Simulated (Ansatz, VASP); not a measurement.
Two plane-wave programs on MnO2

The input INCAR:

```
ALGO = Normal
EDIFF = 1E-6
ENCUT = 520
GGA = CA
ISIF = 2
ISMEAR = -1
LASPH = True
LCHARG = False
LREAL = False
LWAVE = False
NBANDS = 20
NELM = 80
PREC = Accurate
SIGMA = 0.03
```

Contents of KPOINTS:

```
k-points
0
Gamma
  11 11 6
```

POSCAR

```
MnO2
1.0
    3.0355672820      0.0000000000      0.0000000000
   -1.5177836410      2.6288783811      0.0000000000
    0.0000000000      0.0000000000      4.8896895737
Mn O
1 2
Direct
    0.0000000000      0.0000000000      0.5000000000
    0.6666666667      0.3333333333      0.2937074300
    0.3333333333      0.6666666667      0.7062925700
```

Input for Ansatz:

```yaml
crystal:
  lattice:
    - [3.035567282, 0.0, 0.0]
    - [-1.517783641, 2.6288783811, 0.0]
    - [0.0, 0.0, 4.8896895737]
  atoms:
    - { symbol: Mn, position: [0.0, 0.0, 0.5] }
    - { symbol: O, position: [0.6666666667, 0.3333333333, 0.29370743] }
    - { symbol: O, position: [0.3333333333, 0.6666666667, 0.70629257] }
kpoints:
  mp_grid: { grid: [11, 11, 6] }
scf:
  occupations: { method: fermi_dirac, width: 0.03 }
  lower_state_search: "off"
hamiltonian:
  xc: lda
  pseudopotentials: { kind: paw }
output:
  forces: true
  stress: true
  eigenvalues: true
  write_density: true
  write_potential: true
  elf: true
  volumetric_format: npy
```

Change from the starting cell: volume scaled by 1.2, no spin polarisation, PAW files.

Alike in both runs: task single point; functional LDA; k mesh 11 × 11 × 6; occupations fermi-dirac, width 0.03 eV; no spin polarisation.

```csv
,VASP,Ansatz
version,VASP 6.6.1,Ansatz 0.2.0
potentials or method,"VASP PAW LDA potentials, release 64 (Mn_pv, O)","PAW with Ansatz's default frozen-core files, scalar-relativistic"
plane-wave cutoff (eV),520,420
valence electrons in the cell,25,27
```

Ansatz gave:

```
pressure (GPa)                                                : -37.5
traceless stress, the component that is largest in VASP (GPa) : 13.09
rms of the force components (eV/Å)                            : 1.298
```

Q: Estimate VASP's values.

A: Pressure (GPa): -36.9; traceless stress, the component that is largest in VASP (GPa): 12.68; rms of the force components (eV/Å): 1.277.

LDA's correlation is that of Perdew and Zunger in VASP and of Perdew and Wang (1992) in Ansatz. Atom by atom the forces differ by 0.021 eV/Å (rms over components). Both programs put the cell under strong tension, so it lies far from rest at this level. VASP's potentials hold 25 valence electrons a cell and Ansatz's 27, so a difference there can come from the potentials and not from the codes.

Noted on VASP's run: the cell as given lies far from equilibrium.
